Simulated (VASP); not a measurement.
# CaO (P1) in VASP: further runs

Runs on CaO. Level: PBE. Tasks: single point.

Everything below comes from runs of VASP 6.6.1. Logs are shortened: lines on timing, memory, paths and dates and some standing lists are left out, and cuts for length are marked.

### Step 1. The cell of the first run

The typed cell holds 16 atoms: a = 6.535 Å, b = 6.535 Å, c = 6.535 Å, α = 60.00°, β = 60.00°, γ = 60.00°.

### Step 2. Single point, PBE

File INCAR:

```
SYSTEM = CaO
ALGO = Normal
EDIFF = 1E-6
ENCUT = 520
GGA = PE
ISIF = 2
ISMEAR = -1
LASPH = .True.
LCHARG = .False.
LREAL = Auto
LWAVE = .False.
NBANDS = 78
NELM = 60
PREC = Accurate
SIGMA = 0.1551
```

File KPOINTS:

```
Automatic mesh
0
Gamma
  2 2 2
  0.5 0.5 0.5
```

File POSCAR:

```
CaO
1.0
   -4.6211370000      4.6211370000      0.0000000000
   -4.6211370000      0.0000000000      4.6211370000
    0.0000000000      4.6211370000      4.6211370000
Ca O
8 8
Direct
    0.0367198592     -0.0263537956      0.0053968320
    0.5166056535     -0.0338504355     -0.0112945147
   -0.0232372466      0.4823110633      0.0168511559
    0.0032417347     -0.0195041826      0.4881234856
    0.5063418375      0.5198376503     -0.0450629358
    0.4801461199     -0.0180607067      0.5063916088
    0.0041039684      0.4699761119      0.4849105318
    0.4735519635      0.5133986506      0.4854068382
    0.7776631595      0.7516230313      0.6752204057
    0.2448019827      0.7641927733      0.7257524501
    0.7967793424      0.1945414083      0.7418110521
    0.7562914711      0.7039456956      0.2611304318
    0.2608712964      0.2525512661      0.7576178763
    0.2482619537      0.7657651137      0.2124898050
    0.7830854182      0.2135212611      0.2314268112
    0.2960922821      0.2326050926      0.2375337498
```

Potentials or basis: VASP PAW PBE potentials, release 64 (Ca_sv, O).

Launch:

```
> cat potpaw_PBE.64/Ca_sv/POTCAR potpaw_PBE.64/O/POTCAR > POTCAR
> mpirun -np 1 vasp_std > vasp.out
```

OUTCAR:

```text
SYSTEM = CaO
   EDIFF = 1E-6
   ENCUT = 520
   GGA = PE
   ISIF = 2
   ISMEAR = -1
   LASPH = .True.
   LREAL = Auto
   NELM = 60
   PREC = Accurate

 ion  position               nearest neighbor table
   1  0.037  0.974  0.005-  14 1.93  15 2.16  10 2.28  13 2.33  11 2.34  12 2.55   5 3.03   2 3.06
                             4 3.07   6 3.09
   2  0.517  0.966  0.989-  14 2.18  13 2.27  11 2.36  12 2.37  16 2.39   9 2.46   1 3.06   5 3.07
                             3 3.09   8 3.11
   3  0.977  0.482  0.017-  15 2.15  12 2.16  13 2.28  16 2.52   9 2.54  10 2.54   2 3.09   7 3.11
                             5 3.17
   4  0.003  0.980  0.488-   9 2.12  11 2.17  15 2.21  10 2.22  14 2.27  16 2.53   8 3.06   1 3.07

   5  0.506  0.520  0.955-  10 2.27  16 2.32  14 2.33   9 2.34  11 2.52  15 2.56   6 2.98   1 3.03
                             2 3.07   3 3.17   7 3.17
   6  0.480  0.982  0.506-  10 2.10  16 2.12   9 2.20  12 2.42  13 2.43  15 2.48   5 2.98   1 3.09
                             7 3.15   8 3.16
   7  0.004  0.470  0.485-  12 2.18   9 2.20  11 2.24  16 2.26  13 2.47  14 2.50   3 3.11   6 3.15
                             5 3.17
   8  0.474  0.513  0.485-  13 2.21  12 2.21  10 2.27  14 2.31   4 3.06   2 3.11   6 3.16
   9  0.778  0.752  0.675-   4 2.12   6 2.20   7 2.20   5 2.34   2 2.46   3 2.54
  10  0.245  0.764  0.726-   6 2.10   4 2.22   5 2.27   8 2.27   1 2.28   3 2.54
  11  0.797  0.195  0.742-   4 2.17   7 2.24   1 2.34   2 2.36   5 2.52
  12  0.756  0.704  0.261-   3 2.16   7 2.18   8 2.21   2 2.37   6 2.42   1 2.55
  13  0.261  0.253  0.758-   8 2.21   2 2.27   3 2.28   1 2.33   6 2.43   7 2.47
  14  0.248  0.766  0.212-   1 1.93   2 2.18   4 2.27   8 2.31   5 2.33   7 2.50
  15  0.783  0.214  0.231-   3 2.15   1 2.16   4 2.21   6 2.48   5 2.56
  16  0.296  0.233  0.238-   6 2.12   7 2.26   5 2.32   2 2.39   3 2.52   4 2.53

  LATTYP: Found a face centered cubic cell.
 ALAT       =     9.2422740000

  Lattice vectors:

 A1 = (  -4.6211370000,   4.6211370000,   0.0000000000)
 A2 = (  -4.6211370000,   0.0000000000,   4.6211370000)
 A3 = (   0.0000000000,   4.6211370000,   4.6211370000)

Analysis of symmetry for initial positions (statically):
=====================================================================
 Subroutine PRICEL returns:
 Original cell was already a primitive cell.

 Routine SETGRP: Setting up the symmetry group for a
 face centered cubic supercell.

 Subroutine GETGRP returns: Found  1 space group operations
 (whereof  1 operations were pure point group operations)
 out of a pool of 48 trial point group operations.

The static configuration has the point symmetry C_1 .

Analysis of symmetry for dynamics (positions and initial velocities):
=====================================================================
 Subroutine PRICEL returns:
 Original cell was already a primitive cell.

 Routine SETGRP: Setting up the symmetry group for a
 face centered cubic supercell.

 Subroutine GETGRP returns: Found  1 space group operations
 (whereof  1 operations were pure point group operations)
 out of a pool of 48 trial point group operations.

The dynamic configuration has the point symmetry C_1 .

 Subroutine INISYM returns: Found  1 space group operations
 (whereof  1 operations are pure point group operations),
 and found     1 'primitive' translations

----------------------------------------------------------------------------------------

                                     Primitive cell

  volume of cell :     197.3679

  direct lattice vectors                    reciprocal lattice vectors
    -4.621137000  4.621137000  0.000000000    -0.108198480  0.108198480 -0.108198480
    -4.621137000  0.000000000  4.621137000    -0.108198480 -0.108198480  0.108198480
     0.000000000  4.621137000  4.621137000     0.108198480  0.108198480  0.108198480

  length of vectors
     6.535274619  6.535274619  6.535274619     0.187405265  0.187405265  0.187405265

  position of ions in fractional coordinates (direct lattice)
     0.036719859  0.973646204  0.005396832
     0.516605654  0.966149565  0.988705485
     0.976762753  0.482311063  0.016851156
     0.003241735  0.980495817  0.488123486
     0.506341838  0.519837650  0.954937064
     0.480146120  0.981939293  0.506391609
[... 8 lines left out ...]
     0.783085418  0.213521261  0.231426811
     0.296092282  0.232605093  0.237533750

  ion indices of the primitive-cell ions
   primitive index   ion index
                 1           1
                 2           2
                 3           3
                 4           4
                 5           5
                 6           6
[... 8 lines left out ...]
                15          15
                16          16

----------------------------------------------------------------------------------------

 KPOINTS: Automatic mesh

Automatic generation of k-mesh.
 Grid dimensions read from file:
[... 39 lines left out ...]
 SYSTEM =  CaO
   PREC   = accura    normal or accurate (medium, high low for compatibility)
   ISTART =      0    job   : 0-new  1-cont  2-samecut
   ICHARG =      2    charge: 1-file 2-atom 10-const
   ISPIN  =      1    spin polarized calculation?
   LNONCOLLINEAR =      F non collinear calculations
   LSORBIT =      F    spin-orbit coupling
   LASPH  =      T    aspherical Exc in radial PAW
   ENCUT  =  520.0 eV  38.22 Ry    6.18 a.u.  12.15 12.15 12.15*2*pi/ulx,y,z
   NELM   =     60;   NELMIN=  2; NELMDL= -5     # of ELM steps
   EDIFF  = 0.1E-05   stopping-criterion for ELM
   LREAL  =      T    real-space projection
   EDIFFG = 0.1E-04   stopping-criterion for IOM
   NSW    =      0    number of steps for IOM
   IBRION =     -1    ionic relax: 0-MD 1-quasi-New 2-CG
   NFREE  =      0    steps in history (QN), initial steepest desc. (CG)
   ISIF   =      2    stress and relaxation
   ISYM   =      2    0-nonsym 1-usesym 2-fastsym
   POTIM  = 0.5000    time-step for ionic-motion
   TEBEG  =    0.0;   TEEND  =   0.0 temperature during run
   PSTRESS=    0.0 pullay stress
   NELECT =     128.0000    total number of electrons
   NUPDOWN=      -1.0000    fix difference up-down
   EMIN   =  10.00;   EMAX   =-10.00  energy-range for DOS
   EFERMI =   0.00;   METHOD = LEGACY
   ISMEAR =    -1;   SIGMA  =   0.16  broadening in eV -4-tet -1-fermi 0-gaus
   EFERMI_NEDOS =   21; number of points for ismear=-14 and -15
   IALGO  =     38    algorithm
   IMIX   =      4    mixing-type and parameters
     AMIX     =   0.40;   BMIX     =  1.00
     AMIX_MAG =   1.60;   BMIX_MAG =  1.00
  volume/ion in A,a.u.               =      12.34        83.24
  Fermi-wavevector in a.u.,A,eV,Ry     =   1.417053  2.677841 27.321017  2.008038
  Thomas-Fermi vector in A             =   2.538323
   LORBIT       =      0    0 simple, 1 ext, 2 COOP (PROOUT), +10 PAW based schemes
   GGA     = PE    functional components
   LHFCALC =     F    Hartree Fock is set to
   AEXX    =    0.0000 exact exchange contribution
   IVDW    =     0    specifies the selected vdW correction
   LEPSILON=     F    determine dielectric tensor
   LRPA    =     F    only Hartree local field effects (RPA)
 non-spin polarized calculation
  energy-cutoff  :      520.00
  volume of cell :      197.37
 maximum number of plane-waves:      5320
 NGX is ok and might be reduce to    50
   NGX = 25   NGY = 25   NGZ = 25

 number of electron     128.0000003 magnetization

 Free energy of the ion-electron system (eV)
  ---------------------------------------------------
  ext. energy  EPLUGINS =         0.00000000
  ---------------------------------------------------
  free energy    TOTEN  =       -97.44586842 eV

  energy without entropy =      -97.44585549  energy(sigma->0) =      -97.44586195

 E-fermi :   5.1603     XC(G=0): -11.0407

 val. band max:        3.0522103902   @ k =   0.0000   0.0000  -0.2500
 cond. band min:       7.0997765421   @ k =   0.0000   0.2500   0.0000
 fundamental gap:      4.0475661519
 Fermi energy:         5.1602781022

 k-point     1 :       0.2500    0.2500    0.2500
  band No.  band energies     occupation
      1     -34.7184      2.00000
      2     -34.3718      2.00000
      3     -34.2619      2.00000
      4     -34.1586      2.00000
      5     -33.8408      2.00000
      6     -33.6349      2.00000
[... 68 lines left out ...]
     75      10.4337      0.00000
     76      10.7305      0.00000
[... 1183 lines left out ...]
     75      10.5549      0.00000
     76      10.6496      0.00000
 [bands above 76 left out]

------------------------ aborting loop because EDIFF is reached ----------------------------------------

  FORCE on cell =-STRESS in cart. coord.  units (eV):
  Direction    XX          YY          ZZ          XY          YZ          ZX
  --------------------------------------------------------------------------------------
  -------------------------------------------------------------------------------------
  Total       28.9778733     35.5872923     28.1365332     -0.3355264      0.2591285     -0.0503830
  in kB      235.2342546    288.8876665    228.4044914     -2.7237094      2.1035328     -0.4089953
  external PRESSURE =     250.8421375 kB  Pullay stress =       0.0000000 kB

 VOLUME and BASIS-vectors are now :
 -----------------------------------------------------------------------------
  energy-cutoff  :      520.00
  volume of cell :      197.37
      direct lattice vectors                 reciprocal lattice vectors
    -4.621137000  4.621137000  0.000000000    -0.108198480  0.108198480 -0.108198480
    -4.621137000  0.000000000  4.621137000    -0.108198480 -0.108198480  0.108198480
     0.000000000  4.621137000  4.621137000     0.108198480  0.108198480  0.108198480

 POSITION                                       TOTAL-FORCE (eV/Angst)
 -----------------------------------------------------------------------------------
     -4.66904      0.19463      4.52429         1.181677     -5.358033      0.263938
     -6.85201      6.95625      9.03365        -2.667420      0.092631      1.167754
     -6.74258      4.59163      2.30670        -1.600858      0.284865     -1.502207
     -4.54599      2.27067      6.78669        -0.764015     -0.200652      0.618373
     -4.74212      6.75277      6.81514         1.780318      1.600772     -1.532397
     -6.75650      4.55893      6.87778        -3.021791     -0.006620     -0.390207
[... 8 lines left out ...]
     -4.60546      4.68820      2.05617         0.132586     -1.372570      1.740991
     -2.44318      2.46596      2.17258         0.170201     -1.969570     -0.298229
 -----------------------------------------------------------------------------------
    total drift:                                0.003924     -0.005294      0.004573

  FREE ENERGIE OF THE ION-ELECTRON SYSTEM (eV)
  ---------------------------------------------------
  free  energy   TOTEN  =       -97.4458684170 eV

  energy  without entropy=      -97.4458554873  energy(sigma->0) =      -97.44586195
```

It took 17 min on 1 thread of Intel Xeon Platinum 8259CL at 2.50GHz (Skylake/Cascade Lake), shared host; peak memory 0.43 GiB.

What came out:

```yaml
Free_energy: -97.4459 eV
Pressure: 25.1 GPa
Largest_force: 5.493 eV/Å
Band_gap_on_the_k_mesh: 4.05 eV (least direct gap 4.05 eV)
```

Forces on the atoms (eV/Å):
```
Ca   1.182 -5.358  0.264
Ca  -2.667  0.093  1.168
Ca  -1.601  0.285 -1.502
Ca  -0.764 -0.201  0.618
Ca   1.780  1.601 -1.532
Ca  -3.022 -0.007 -0.390
Ca  -0.198  0.887  0.103
Ca   0.833  1.251 -0.984
O    2.033  1.663  1.396
O    1.505  1.225 -0.709
O    0.021 -1.198  1.512
O   -0.413 -0.946  0.534
O    0.484 -0.344 -0.816
O    0.525  4.393 -1.105
O    0.133 -1.373  1.741
O    0.170 -1.970 -0.298
```

Stress tensor (GPa, compression positive):
```
23.52 -0.27 -0.04
-0.27 28.89  0.21
-0.04  0.21 22.84
```

Caveat: the k points lie up to 0.59 Å⁻¹ apart; the atoms stand as in a frame of molecular dynamics; a shifted mesh leaves out Γ, where band edges can lie; forces of over 1 eV/Å act on the atoms, so gaps and moduli don't describe the material at rest. A k mesh can miss the band edges.

### Step 3. Single point, PBE

File INCAR:

```
SYSTEM = CaO
PREC = Accurate
ENCUT = 520
EDIFF = 1E-6
ISMEAR = -1
SIGMA = 0.1551
LREAL = Auto
LASPH = .True.
NELM = 100
ALGO = Normal
ISIF = 2
LWAVE = .False.
LCHARG = .False.
GGA = PE
NBANDS = 78
```

KPOINTS is that of step 2.

File POSCAR:

```
CaO
1.0
   -4.7022130000      4.7022130000      0.0000000000
   -4.7022130000      0.0000000000      4.7022130000
    0.0000000000      4.7022130000      4.7022130000
Ca O
8 8
Direct
    0.0072343597     -0.0377935878     -0.0294898381
    0.4903954797     -0.0109899318     -0.0114816151
   -0.0091210245      0.4715598804     -0.0042877683
    0.0319115701     -0.0475386802      0.4557458371
    0.5253550828      0.4360533009      0.0040428836
    0.5342772648     -0.0234709699      0.4945166244
    0.0567574246      0.4665172547      0.4734297447
    0.5128085436      0.4609187206      0.5008250371
    0.7498443818      0.7221697528      0.7730068800
    0.2684084069      0.6947655285      0.7444463915
    0.8301556097      0.2096618124      0.6502545716
    0.7476173453      0.7371973579      0.2623254200
    0.2654563926      0.1339617112      0.8148498377
    0.2849924068      0.6865297255      0.2424109669
    0.7547425010      0.2284258497      0.2274794868
    0.2489462940      0.2345475418      0.2405332340
```

Potentials or basis: VASP PAW PBE potentials, release 64 (Ca_sv, O).

Launch:

```
> cat potpaw_PBE.64/Ca_sv/POTCAR potpaw_PBE.64/O/POTCAR > POTCAR
> mpirun -np 1 vasp_std > vasp.out
```

Run time: 17 min. Hardware: 1 thread of Intel Xeon Platinum 8259CL at 2.50GHz (Skylake/Cascade Lake), shared host; peak memory 0.44 GiB.

The run converged. Its results:

| Quantity | Value |
| --- | --- |
| Free energy | -98.2982 eV |
| Pressure | 15.7 GPa |
| Largest force | 5.236 eV/Å |
| Band gap on the k mesh | 4.09 eV |

Forces on the atoms (eV/Å):
```
Ca   1.035 -0.089 -0.752
Ca  -0.383  4.511 -0.536
Ca  -0.560  0.909  0.588
Ca  -0.347  0.670  1.133
Ca  -1.275 -2.141  0.168
Ca   2.072 -0.086 -0.638
Ca   2.836 -1.121  0.461
Ca  -1.531  0.603  0.053
O   -0.431 -0.577 -1.350
O    0.109 -0.178 -0.123
O    1.376  0.645  2.541
O    0.055  0.140 -0.773
O   -2.210 -4.724  0.459
O   -0.757 -0.146  0.092
O    0.368  0.987 -0.348
O   -0.358  0.598 -0.975
```

Stress tensor (GPa, compression positive):
```
15.81 -1.75  0.34
-1.75 17.29 -0.26
 0.34 -0.26 13.87
```

Levels at points of the mesh, in eV from the valence-band top:
```
           k point  band 61  band 62  band 63  band 64  band 65  band 66  band 67  band 68
(0.25, 0.25, 0.25)    -0.34    -0.27    -0.09    -0.01     4.12     4.25     4.37     5.35
```

Caveat: the k points lie up to 0.58 Å⁻¹ apart; the atoms stand as in a frame of molecular dynamics; a shifted mesh leaves out Γ, where band edges can lie; forces of over 1 eV/Å act on the atoms, so gaps and moduli don't describe the material at rest.

### Step 4. Single point, PBE

File INCAR:

```
SYSTEM = CaO
  ALGO = Normal
  EDIFF = 1E-7
  ENCUT = 520
  GGA = PE
  ISIF = 2
  ISMEAR = -1
  LASPH = .TRUE.
  LCHARG = .FALSE.
  LREAL = Auto
  LWAVE = .FALSE.
  NBANDS = 78
  NELM = 80
  PREC = Accurate
  SIGMA = 0.1551
```

KPOINTS is that of step 3.

File POSCAR:

```
CaO
1.0
   -4.8218570000      4.8218570000      0.0000000000
   -4.8218570000      0.0000000000      4.8218570000
    0.0000000000      4.8218570000      4.8218570000
Ca O
8 8
Direct
   -0.0023278376      0.0059084083     -0.0249587451
    0.5197875010     -0.0051077832      0.0172624364
    0.0557616080      0.4804813789     -0.0595572411
    0.0022432229     -0.0011693628      0.5093976242
    0.4931251590      0.4945142504      0.0263589318
    0.5345808679     -0.0010418185      0.4560426616
   -0.0508863079      0.5509807736      0.4801570225
    0.5111160493      0.4554613503      0.5273073216
    0.7558773518      0.7356353579      0.7491069312
    0.2348848172      0.7610959844      0.7389837567
    0.6972020323      0.2727137076      0.7670585212
    0.7761609272      0.7742929747      0.2162851366
    0.2549848533      0.2383800474      0.6951161140
    0.1935197373      0.7324625139      0.3195871425
    0.7483818993      0.2253620338      0.2910429530
    0.2126355054      0.2450514397      0.2546771918
```

Launch:

```
> cat potpaw_PBE.64/Ca_sv/POTCAR potpaw_PBE.64/O/POTCAR > POTCAR
> mpirun -np 1 vasp_std > vasp.out
```

Wall time 22 min (1 thread of Intel Xeon Platinum 8259CL at 2.50GHz (Skylake/Cascade Lake), shared host); peak memory 0.48 GiB.

It converged, with:

| Item | Value |
| --- | --- |
| Free energy | -98.8169 eV |
| Pressure | 6.8 GPa |
| Largest force | 3.096 eV/Å |
| Band gap on the k mesh | 3.98 eV (least direct gap 4.04 eV) |

Forces on the atoms (eV/Å):
```
Ca  -1.437  0.890 -0.111
Ca   1.574 -1.178 -0.947
Ca   1.157 -0.311  1.219
Ca   0.194 -0.460 -0.418
Ca  -0.390 -0.562  0.645
Ca   1.927  0.165  2.335
Ca   0.923  2.475 -1.615
Ca  -0.383 -2.869 -0.094
O    0.757  0.063  1.212
O   -0.099  1.407 -0.219
O   -0.147  2.075  0.137
O    1.070 -1.229 -0.362
O    0.163  1.012  1.272
O   -2.474 -0.189 -1.620
O   -1.122 -1.624 -0.673
O   -1.710  0.337 -0.760
```

Stress tensor (GPa, compression positive):
```
 7.93  0.10 -0.79
 0.10  8.16 -0.16
-0.79 -0.16  4.42
```

Levels at points of the mesh, in eV from the valence-band top:
| k point | band 60 | band 61 | band 62 | band 63 | band 64 | band 65 | band 66 | band 67 | band 68 | band 69 |
| --- | --- | --- | --- | --- | --- | --- | --- | --- | --- | --- |
| (0.25, 0.25, 0.25) | -0.47 | -0.43 | -0.35 | -0.18 | -0.02 | 4.04 | 4.09 | 4.25 | 4.84 | 5.66 |

Caveat: the k points lie up to 0.56 Å⁻¹ apart; the atoms stand as in a frame of molecular dynamics; a shifted mesh leaves out Γ, where band edges can lie; forces of over 1 eV/Å act on the atoms, so gaps and moduli don't describe the material at rest. A k mesh can miss the band edges.

### Step 5. Summary

| cell | gap on the mesh (eV) | pressure (GPa) | largest force (eV/Å) |
| --- | --- | --- | --- |
| a = 6.535 Å, angles 60.0°, 16 atoms, atomic positions A | 4.05 | 25.1 | 5.49 |
| a = 6.650 Å, angles 60.0°, 16 atoms, atomic positions B | 4.09 | 15.7 | 5.24 |
| a = 6.819 Å, angles 60.0°, 16 atoms, atomic positions C | 3.98 | 6.8 | 3.10 |

Alike in all rows: task single point; level PBE; potentials or basis VASP PAW PBE potentials, release 64 (Ca_sv, O); no spin polarisation; k mesh 2 × 2 × 2, shifted; cutoff (eV) 520; smearing fermi-dirac 0.1551 eV.

Caveats: all runs use coarse meshes; the atoms stand as in a frame of molecular dynamics; a shifted mesh leaves out Γ, where band edges can lie; forces of over 1 eV/Å act on the atoms, so gaps and moduli don't describe the material at rest.

Absolute energies hang on the potentials; compare differences alone.
